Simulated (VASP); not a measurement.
# Se (Pm-3m) in VASP: further runs

Runs on Se. Level: LDA. Tasks: single point.

All numbers are computed with VASP 6.6.1; they aren't measurements. Logs are shortened: lines on timing, memory, paths and dates and some standing lists are left out, and cuts for length are marked.

## (1) The cell of the first run

It takes space group Pm-3m (No. 221, cubic). Conventional cell: a = 2.811 Å, b = 2.811 Å, c = 2.811 Å, α = 90.00°, β = 90.00°, γ = 90.00°. Within 3.7 Å of Se (site symmetry m-3m) lie 6 Se at 2.81 Å.

## (2) Single point, LDA

The input, INCAR:

```
ALGO = Normal
EDIFF = 1E-7
ENCUT = 520
GGA = CA
ISIF = 2
ISMEAR = 0
LASPH = T
LCHARG = F
LREAL = F
LWAVE = F
NBANDS = 9
NELM = 100
PREC = Accurate
SIGMA = 0.15
```

The input, KPOINTS:

```
k-points
0
Gamma
  16 16 16
```

The input, POSCAR:

```
Se
1.0
    2.8105630200      0.0000000000      0.0000000000
    0.0000000000      2.8105630200      0.0000000000
    0.0000000000      0.0000000000      2.8105630200
Se
1
Direct
    0.0000000000      0.0000000000      0.0000000000
```

Potentials or basis: VASP PAW LDA potentials, release 64 (Se).

The run is started by

```sh
> cat potpaw_LDA.64/Se/POTCAR > POTCAR
> mpirun -np 1 vasp_std > vasp.out
```

OUTCAR:

```text
EDIFF = 1E-7
   ENCUT = 520
   GGA = CA
   ISIF = 2
   ISMEAR = 0
   LASPH = T
   LREAL = F
   NELM = 100
   PREC = Accurate

 ion  position               nearest neighbor table
   1  0.000  0.000  0.000-

  LATTYP: Found a simple cubic cell.
 ALAT       =     2.8105630200

  Lattice vectors:

 A1 = (   2.8105630200,   0.0000000000,   0.0000000000)
 A2 = (   0.0000000000,   2.8105630200,   0.0000000000)
 A3 = (   0.0000000000,   0.0000000000,   2.8105630200)

Analysis of symmetry for initial positions (statically):
=====================================================================
 Subroutine PRICEL returns:
 Original cell was already a primitive cell.

 Routine SETGRP: Setting up the symmetry group for a
 simple cubic supercell.

 Subroutine GETGRP returns: Found 48 space group operations
 (whereof 48 operations were pure point group operations)
 out of a pool of 48 trial point group operations.

The static configuration has the point symmetry O_h .

Analysis of symmetry for dynamics (positions and initial velocities):
=====================================================================
 Subroutine PRICEL returns:
 Original cell was already a primitive cell.

 Routine SETGRP: Setting up the symmetry group for a
 simple cubic supercell.

 Subroutine GETGRP returns: Found 48 space group operations
 (whereof 48 operations were pure point group operations)
 out of a pool of 48 trial point group operations.

The dynamic configuration has the point symmetry O_h .

 Subroutine INISYM returns: Found 48 space group operations
 (whereof 48 operations are pure point group operations),
 and found     1 'primitive' translations

----------------------------------------------------------------------------------------

                                     Primitive cell

  volume of cell :      22.2014

  direct lattice vectors                    reciprocal lattice vectors
     2.810563020  0.000000000  0.000000000     0.355800597  0.000000000  0.000000000
     0.000000000  2.810563020  0.000000000     0.000000000  0.355800597  0.000000000
     0.000000000  0.000000000  2.810563020     0.000000000  0.000000000  0.355800597

  length of vectors
     2.810563020  2.810563020  2.810563020     0.355800597  0.355800597  0.355800597

  position of ions in fractional coordinates (direct lattice)
     0.000000000  0.000000000  0.000000000

  ion indices of the primitive-cell ions
   primitive index   ion index
                 1           1

[... 76 lines left out ...]
   NFREE  =      0    steps in history (QN), initial steepest desc. (CG)
   ISIF   =      2    stress and relaxation
   ISYM   =      2    0-nonsym 1-usesym 2-fastsym
   POTIM  = 0.5000    time-step for ionic-motion
   TEBEG  =    0.0;   TEEND  =   0.0 temperature during run
   PSTRESS=    0.0 pullay stress
   NELECT =       6.0000    total number of electrons
   NUPDOWN=      -1.0000    fix difference up-down
   EMIN   =  10.00;   EMAX   =-10.00  energy-range for DOS
   EFERMI =   0.00;   METHOD = LEGACY
   ISMEAR =     0;   SIGMA  =   0.15  broadening in eV -4-tet -1-fermi 0-gaus
   EFERMI_NEDOS =   21; number of points for ismear=-14 and -15
   IALGO  =     38    algorithm
   IMIX   =      4    mixing-type and parameters
     AMIX     =   0.40;   BMIX     =  1.00
     AMIX_MAG =   1.60;   BMIX_MAG =  1.00
  volume/ion in A,a.u.               =      22.20       149.82
  Fermi-wavevector in a.u.,A,eV,Ry     =   1.058438  2.000157 15.242472  1.120290
  Thomas-Fermi vector in A             =   2.193747
   LORBIT       =      0    0 simple, 1 ext, 2 COOP (PROOUT), +10 PAW based schemes
   GGA     = CA    functional components
   LHFCALC =     F    Hartree Fock is set to
   AEXX    =    0.0000 exact exchange contribution
   IVDW    =     0    specifies the selected vdW correction
   LEPSILON=     F    determine dielectric tensor
   LRPA    =     F    only Hartree local field effects (RPA)
 non-spin polarized calculation
 Gauss-broadening in eV      SIGMA  =   0.15
  energy-cutoff  :      520.00
  volume of cell :       22.20
 maximum number of plane-waves:       624
 NGX is ok and might be reduce to    24
   NGX = 11   NGY = 11   NGZ = 11

 number of electron       5.9999998 magnetization

 Free energy of the ion-electron system (eV)
  ---------------------------------------------------
  ext. energy  EPLUGINS =         0.00000000
  ---------------------------------------------------
  free energy    TOTEN  =        -4.07149733 eV

  energy without entropy =       -4.06591054  energy(sigma->0) =       -4.06870394

 E-fermi :   4.8623     XC(G=0): -10.2365

 val. band max:        4.8600439812   @ k =   0.5000   0.5000   0.2500
 cond. band min:       4.8629339659   @ k =   0.5000   0.1875   0.1875
 fundamental gap:      0.0028899847
 Fermi energy:         4.8623415707

 k-point     1 :       0.0000    0.0000    0.0000
  band No.  band energies     occupation
      1     -11.2504      2.00000
      2       6.3439      0.00000
      3       6.3439      0.00000
      4       6.3439      0.00000
      5      12.6716      0.00000
      6      12.7151      0.00000
      7      12.7151      0.00000
      8      27.3218      0.00000
      9      27.3218      0.00000
[... 265 lines left out ...]
 k-point    24 :       0.5000    0.1250    0.0000
  band No.  band energies     occupation
      1      -8.9012      2.00000
      2      -1.9490      2.00000
      3       6.0434      0.00000
      4       7.9596      0.00000
      5      14.3704      0.00000
      6      15.7577      0.00000
      7      18.1939      0.00000
      8      18.7443      0.00000
      9      19.3817      0.00000

 [... further k-points ...]

------------------------ aborting loop because EDIFF is reached ----------------------------------------

  FORCE on cell =-STRESS in cart. coord.  units (eV):
  Direction    XX          YY          ZZ          XY          YZ          ZX
  --------------------------------------------------------------------------------------
  -------------------------------------------------------------------------------------
  Total       -0.4623559     -0.4623559     -0.4623559      0.0000000      0.0000000      0.0000000
  in kB      -33.3662166    -33.3662166    -33.3662166      0.0000000      0.0000000      0.0000000
  external PRESSURE =     -33.3662166 kB  Pullay stress =       0.0000000 kB

 VOLUME and BASIS-vectors are now :
 -----------------------------------------------------------------------------
  energy-cutoff  :      520.00
  volume of cell :       22.20
      direct lattice vectors                 reciprocal lattice vectors
     2.810563020  0.000000000  0.000000000     0.355800597  0.000000000  0.000000000
     0.000000000  2.810563020  0.000000000     0.000000000  0.355800597  0.000000000
     0.000000000  0.000000000  2.810563020     0.000000000  0.000000000  0.355800597

 POSITION                                       TOTAL-FORCE (eV/Angst)
 -----------------------------------------------------------------------------------
      0.00000      0.00000      0.00000         0.000000      0.000000      0.000000
 -----------------------------------------------------------------------------------
    total drift:                                0.000000      0.000000     -0.000000

  FREE ENERGIE OF THE ION-ELECTRON SYSTEM (eV)
  ---------------------------------------------------
  free  energy   TOTEN  =        -4.0714973337 eV

  energy  without entropy=       -4.0659105408  energy(sigma->0) =       -4.06870394
```

Run time: 41 s. Hardware: 1 thread of AMD EPYC 7R13, shared host; peak memory 0.12 GiB.

What came out:

```yaml
Free_energy: -4.0715 eV
Pressure: -3.3 GPa
Band_gap_on_the_k_mesh: zero (band 3 reaches 7.80 eV, above the bottom of band 4 at 1.58 eV)
```

## (3) Single point, LDA

The input, INCAR:

```
PREC = Accurate
ENCUT = 520
EDIFF = 1E-7
ISMEAR = 0
SIGMA = 0.15
LREAL = False
LASPH = True
NELM = 100
ALGO = Normal
ISIF = 2
LWAVE = False
LCHARG = False
GGA = CA
NBANDS = 9
```

The input, KPOINTS:

```
regular mesh
0
Gamma
  18 18 18
```

POSCAR is that of step 2.

Potentials or basis: VASP PAW LDA potentials, release 64 (Se).

The run is started by

```sh
> cat potpaw_LDA.64/Se/POTCAR > POTCAR
> mpirun -np 1 vasp_std > vasp.out
```

Run time: 61 s. Hardware: 1 thread of AMD EPYC 7R13, shared host; peak memory 0.13 GiB.

The run converged. Its results:

- Free energy: -4.0676 eV
- Pressure: -3.3 GPa
- Band gap on the k mesh: zero (band 3 reaches 7.79 eV, above the bottom of band 4 at 1.57 eV)

Levels at points of the mesh, in eV from the Fermi level:
```csv
k point,band 1,band 2,band 3,band 4,band 5,band 6,band 7
"(0.00, 0.00, 0.00)",-16.21,1.39,1.39,1.39,7.72,7.76,7.76
"(0.50, 0.00, 0.00)",-14.08,-7.12,2.84,2.84,9.99,11.56,12.38
"(0.50, 0.50, 0.00)",-11.97,-5.13,-5.13,2.73,4.15,13.50,15.83
"(0.50, 0.50, 0.50)",-9.82,-3.38,-3.38,-3.38,5.74,5.74,5.74
```
